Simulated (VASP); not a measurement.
# PbO (P4/nmm) in VASP: single point with PBE

Aim: the single point of PbO with PBE.

Everything below comes from runs of VASP 6.6.1. Logs are shortened: lines on timing, memory, paths and dates and some standing lists are left out, and cuts for length are marked.

### 1 The cell of the first run

The structure is tetragonal, space group P4/nmm (No. 129). The conventional cell has a = 3.990 Å, b = 3.990 Å, c = 5.010 Å, α = 90.00°, β = 90.00°, γ = 90.00°. Within 3.1 Å of Pb (site symmetry 4mm) lie 4 O at 2.33 Å. O (site symmetry -4m2) has 4 Pb at 2.33 Å and 4 O at 2.82 Å within 3.1 Å.

### 2 Single point, PBE

INCAR

```
SYSTEM = PbO
PREC = Accurate
ENCUT = 520
EDIFF = 1E-6
ISMEAR = 0
SIGMA = 0.05
LREAL = .FALSE.
LASPH = .TRUE.
NELM = 100
ALGO = Normal
ISIF = 2
LWAVE = .FALSE.
LCHARG = .TRUE.
GGA = PE
LELF = .TRUE.
LVHAR = .TRUE.
NBANDS = 28
```

KPOINTS

```
Automatic mesh
0
G
  8 8 6
  0 0 0
```

POSCAR

```
PbO
1.0
    3.9900000000      0.0000000000      0.0000000000
    0.0000000000      3.9900000000      0.0000000000
    0.0000000000      0.0000000000      5.0100000000
Pb O
2 2
Direct
    0.0000000000      0.5000000000      0.2400000000
    0.5000000000      0.0000000000      0.7600000000
    0.0000000000      0.0000000000      0.0000000000
    0.5000000000      0.5000000000      0.0000000000
```

Potentials or basis: VASP PAW PBE potentials, release 64 (Pb_d, O).

Command:

```bash
$ cat potpaw_PBE.64/Pb_d/POTCAR potpaw_PBE.64/O/POTCAR > POTCAR
$ mpirun -np 1 vasp_std > vasp.out
```

OUTCAR:

```text
SYSTEM = PbO
   PREC = Accurate
   ENCUT = 520
   EDIFF = 1E-6
   ISMEAR = 0
   LREAL = .FALSE.
   LASPH = .TRUE.
   NELM = 100
   ISIF = 2
   GGA = PE

 ion  position               nearest neighbor table
   1  0.000  0.500  0.240-   3 2.33   4 2.33   3 2.33   4 2.33   2 3.71   2 3.71   2 3.71   2 3.71
                             2 3.84   2 3.84   2 3.84   2 3.84
   2  0.500  0.000  0.760-   3 2.33   4 2.33   4 2.33   3 2.33   1 3.71   1 3.71   1 3.71   1 3.71
                             1 3.84   1 3.84   1 3.84   1 3.84
   3  0.000  0.000  0.000-   1 2.33   2 2.33   1 2.33   2 2.33
   4  0.500  0.500  0.000-   1 2.33   2 2.33   2 2.33   1 2.33

  LATTYP: Found a simple tetragonal cell.
 ALAT       =     3.9900000000
 C/A-ratio  =     1.2556390977

  Lattice vectors:

 A1 = (   3.9900000000,   0.0000000000,   0.0000000000)
 A2 = (   0.0000000000,   3.9900000000,   0.0000000000)
 A3 = (   0.0000000000,   0.0000000000,   5.0100000000)

Analysis of symmetry for initial positions (statically):
=====================================================================
 Subroutine PRICEL returns:
 Original cell was already a primitive cell.

 Routine SETGRP: Setting up the symmetry group for a
 simple tetragonal supercell.

 Subroutine GETGRP returns: Found 16 space group operations
 (whereof  8 operations were pure point group operations)
 out of a pool of 16 trial point group operations.

The static configuration has the point symmetry D_2d.
 The point group associated with its full space group is D_4h.

Analysis of symmetry for dynamics (positions and initial velocities):
=====================================================================
 Subroutine PRICEL returns:
 Original cell was already a primitive cell.

 Routine SETGRP: Setting up the symmetry group for a
 simple tetragonal supercell.

 Subroutine GETGRP returns: Found 16 space group operations
 (whereof  8 operations were pure point group operations)
 out of a pool of 16 trial point group operations.

The dynamic configuration has the point symmetry D_2d.
 The point group associated with its full space group is D_4h.

 Subroutine INISYM returns: Found 16 space group operations
 (whereof  8 operations are pure point group operations),
 and found     1 'primitive' translations

----------------------------------------------------------------------------------------

                                     Primitive cell

  volume of cell :      79.7597

  direct lattice vectors                    reciprocal lattice vectors
     3.990000000  0.000000000  0.000000000     0.250626566  0.000000000  0.000000000
     0.000000000  3.990000000  0.000000000     0.000000000  0.250626566  0.000000000
     0.000000000  0.000000000  5.010000000     0.000000000  0.000000000  0.199600798

  length of vectors
     3.990000000  3.990000000  5.010000000     0.250626566  0.250626566  0.199600798

  position of ions in fractional coordinates (direct lattice)
     0.000000000  0.500000000  0.240000000
     0.500000000  0.000000000  0.760000000
     0.000000000  0.000000000  0.000000000
     0.500000000  0.500000000  0.000000000

  ion indices of the primitive-cell ions
   primitive index   ion index
                 1           1
                 2           2
                 3           3
                 4           4

----------------------------------------------------------------------------------------

 KPOINTS: Automatic mesh

Automatic generation of k-mesh.
 Grid dimensions read from file:
 generate k-points for:    8    8    6

 Generating k-lattice:

  Cartesian coordinates                     Fractional coordinates (reciprocal lattice)
     0.031328321  0.000000000  0.000000000     0.125000000  0.000000000  0.000000000
     0.000000000  0.031328321  0.000000000     0.000000000  0.125000000  0.000000000
     0.000000000  0.000000000  0.033266800     0.000000000  0.000000000  0.166666667

  Length of vectors
     0.031328321  0.031328321  0.033266800

  Shift w.r.t. Gamma in fractional coordinates (k-lattice)
     0.000000000  0.000000000  0.000000000

 Subroutine IBZKPT returns following result:
 ===========================================

 Found     60 irreducible k-points:

 Following reciprocal coordinates:
            Coordinates               Weight
  0.000000  0.000000  0.000000      1.000000
  0.125000  0.000000  0.000000      4.000000
  0.250000  0.000000  0.000000      4.000000
  0.375000  0.000000  0.000000      4.000000
  0.500000  0.000000  0.000000      2.000000
  0.125000  0.125000  0.000000      4.000000
[... 16 lines left out ...]
  0.375000  0.125000  0.166667     16.000000
  0.500000  0.125000  0.166667      8.000000
 [... further k-points ...]
   k-points           NKPTS =     60   k-points in BZ     NKDIM =     60   number of bands    NBANDS=     28
   number of dos      NEDOS =    301   number of ions     NIONS =      4
   total plane-waves  NPLWV =  36000
   dimension x,y,z NGX =    30 NGY =   30 NGZ =   40
   dimension x,y,z NGXF=    60 NGYF=   60 NGZF=   80
   ions per type =               2   2
   NGX,Y,Z   is equivalent  to a cutoff of  12.50, 12.50, 13.27 a.u.
   NGXF,Y,Z  is equivalent  to a cutoff of  25.00, 25.00, 26.55 a.u.
 SYSTEM =  PbO
   PREC   = accura    normal or accurate (medium, high low for compatibility)
   ISTART =      0    job   : 0-new  1-cont  2-samecut
   ICHARG =      2    charge: 1-file 2-atom 10-const
   ISPIN  =      1    spin polarized calculation?
   LNONCOLLINEAR =      F non collinear calculations
   LSORBIT =      F    spin-orbit coupling
   LASPH  =      T    aspherical Exc in radial PAW
   ENCUT  =  520.0 eV  38.22 Ry    6.18 a.u.   7.42  7.42  9.32*2*pi/ulx,y,z
   NELM   =    100;   NELMIN=  2; NELMDL= -5     # of ELM steps
   EDIFF  = 0.1E-05   stopping-criterion for ELM
   LREAL  =      F    real-space projection
   EDIFFG = 0.1E-04   stopping-criterion for IOM
   NSW    =      0    number of steps for IOM
   IBRION =     -1    ionic relax: 0-MD 1-quasi-New 2-CG
   NFREE  =      0    steps in history (QN), initial steepest desc. (CG)
   ISIF   =      2    stress and relaxation
   ISYM   =      2    0-nonsym 1-usesym 2-fastsym
   POTIM  = 0.5000    time-step for ionic-motion
   TEBEG  =    0.0;   TEEND  =   0.0 temperature during run
   PSTRESS=    0.0 pullay stress
   NELECT =      40.0000    total number of electrons
   NUPDOWN=      -1.0000    fix difference up-down
   EMIN   =  10.00;   EMAX   =-10.00  energy-range for DOS
   EFERMI =   0.00;   METHOD = LEGACY
   ISMEAR =     0;   SIGMA  =   0.05  broadening in eV -4-tet -1-fermi 0-gaus
   EFERMI_NEDOS =   21; number of points for ismear=-14 and -15
   IALGO  =     38    algorithm
   IMIX   =      4    mixing-type and parameters
     AMIX     =   0.40;   BMIX     =  1.00
     AMIX_MAG =   1.60;   BMIX_MAG =  1.00
  volume/ion in A,a.u.               =      19.94       134.56
  Fermi-wavevector in a.u.,A,eV,Ry     =   1.300670  2.457909 23.017539  1.691741
  Thomas-Fermi vector in A             =   2.431853
   LORBIT       =      0    0 simple, 1 ext, 2 COOP (PROOUT), +10 PAW based schemes
   GGA     = PE    functional components
   LHFCALC =     F    Hartree Fock is set to
   AEXX    =    0.0000 exact exchange contribution
   IVDW    =     0    specifies the selected vdW correction
   LEPSILON=     F    determine dielectric tensor
   LRPA    =     F    only Hartree local field effects (RPA)
 non-spin polarized calculation
 Gauss-broadening in eV      SIGMA  =   0.05
  energy-cutoff  :      520.00
  volume of cell :       79.76
 maximum number of plane-waves:      2186
 NGX is ok and might be reduce to    30
   NGX = 15   NGY = 15   NGZ = 19

 number of electron      39.9999999 magnetization

 Free energy of the ion-electron system (eV)
  ---------------------------------------------------
  ext. energy  EPLUGINS =         0.00000000
  ---------------------------------------------------
  free energy    TOTEN  =       -21.43720264 eV

  energy without entropy =      -21.43720264  energy(sigma->0) =      -21.43720264

 E-fermi :   5.3399     XC(G=0):  -9.8283

 val. band max:        5.0758238699   @ k =   0.1250   0.0000   0.0000
 cond. band min:       6.2333796011   @ k =   0.5000   0.5000   0.0000
 fundamental gap:      1.1575557312
 Fermi energy:         5.3398795816

 k-point     1 :       0.0000    0.0000    0.0000
  band No.  band energies     occupation
      1     -13.1786      2.00000
      2     -12.6717      2.00000
      3     -10.9313      2.00000
      4     -10.9313      2.00000
      5     -10.8744      2.00000
      6     -10.8547      2.00000
[... 20 lines left out ...]
     27      12.5461      0.00000
     28      13.1172      0.00000

 k-point     2 :       0.1250    0.0000    0.0000
  band No.  band energies     occupation
      1     -13.1465      2.00000
      2     -12.6820      2.00000
      3     -10.9237      2.00000
      4     -10.9232      2.00000
      5     -10.8635      2.00000
      6     -10.8459      2.00000
[... 20 lines left out ...]
     27      12.7597      0.00000
     28      14.0991      0.00000

 k-point     3 :       0.2500    0.0000    0.0000
  band No.  band energies     occupation
      1     -13.0633      2.00000
      2     -12.7153      2.00000
      3     -10.9024      2.00000
      4     -10.9003      2.00000
      5     -10.8317      2.00000
      6     -10.8240      2.00000
[... 20 lines left out ...]
     27      13.0214      0.00000
     28      15.9123      0.00000

 k-point     4 :       0.3750    0.0000    0.0000
  band No.  band energies     occupation
      1     -12.9585      2.00000
      2     -12.7746      2.00000
      3     -10.8720      2.00000
      4     -10.8693      2.00000
      5     -10.8196      2.00000
      6     -10.8136      2.00000
[... 578 lines left out ...]
     27      13.9531      0.00000
     28      15.4315      0.00000

 k-point    23 :       0.3750    0.1250    0.1667
  band No.  band energies     occupation
      1     -12.9466      2.00000
      2     -12.7780      2.00000
      3     -10.8814      2.00000
      4     -10.8543      2.00000
      5     -10.8247      2.00000
      6     -10.8047      2.00000
[... 20 lines left out ...]
     27      14.2239      0.00000
     28      14.8202      0.00000

 k-point    24 :       0.5000    0.1250    0.1667
  band No.  band energies     occupation
      1     -12.8555      2.00000
      2     -12.8555      2.00000
      3     -10.8588      2.00000
      4     -10.8588      2.00000
      5     -10.8197      2.00000
      6     -10.8197      2.00000
[... 20 lines left out ...]
     27      14.5018      0.00000
     28      14.5018      0.00000

 [... further k-points ...]
[... 5 lines left out ...]
  --------------------------------------------------------------------------------------
  -------------------------------------------------------------------------------------
  Total        1.7172345      1.7172345      1.1327129      0.0000000      0.0000000      0.0000000
  in kB       34.4950404     34.4950404     22.7534325      0.0000000      0.0000000      0.0000000
  external PRESSURE =      30.5811711 kB  Pullay stress =       0.0000000 kB

 VOLUME and BASIS-vectors are now :
 -----------------------------------------------------------------------------
  energy-cutoff  :      520.00
  volume of cell :       79.76
      direct lattice vectors                 reciprocal lattice vectors
     3.990000000  0.000000000  0.000000000     0.250626566  0.000000000  0.000000000
     0.000000000  3.990000000  0.000000000     0.000000000  0.250626566  0.000000000
     0.000000000  0.000000000  5.010000000     0.000000000  0.000000000  0.199600798

 POSITION                                       TOTAL-FORCE (eV/Angst)
 -----------------------------------------------------------------------------------
      0.00000      1.99500      1.20240         0.000000      0.000000      0.029721
      1.99500      0.00000      3.80760        -0.000000      0.000000     -0.029721
      0.00000      0.00000      0.00000         0.000000     -0.000000      0.000000
      1.99500      1.99500      0.00000         0.000000      0.000000      0.000000
 -----------------------------------------------------------------------------------
    total drift:                                0.000000      0.000000      0.000000

  FREE ENERGIE OF THE ION-ELECTRON SYSTEM (eV)
  ---------------------------------------------------
  free  energy   TOTEN  =       -21.4372026416 eV

  energy  without entropy=      -21.4372026416  energy(sigma->0) =      -21.43720264
```

Run time: 97 s. Hardware: 1 thread of AMD EPYC 7R43 (Zen 3), shared host; peak memory 0.22 GiB.

What came out:

```
Free energy            : -21.4372 eV
Pressure               : 3.1 GPa
Largest force          : 0.030 eV/Å
Band gap on the k mesh : 1.16 eV, indirect (least direct gap 2.11 eV)
```

Forces in eV/Å, atoms in the order of the input:
```
Pb   0.000  0.000  0.030
Pb   0.000  0.000 -0.030
O    0.000  0.000  0.000
O    0.000  0.000  0.000
```

Caveat: spin-orbit coupling is left out, which moves the levels of the heavy elements.
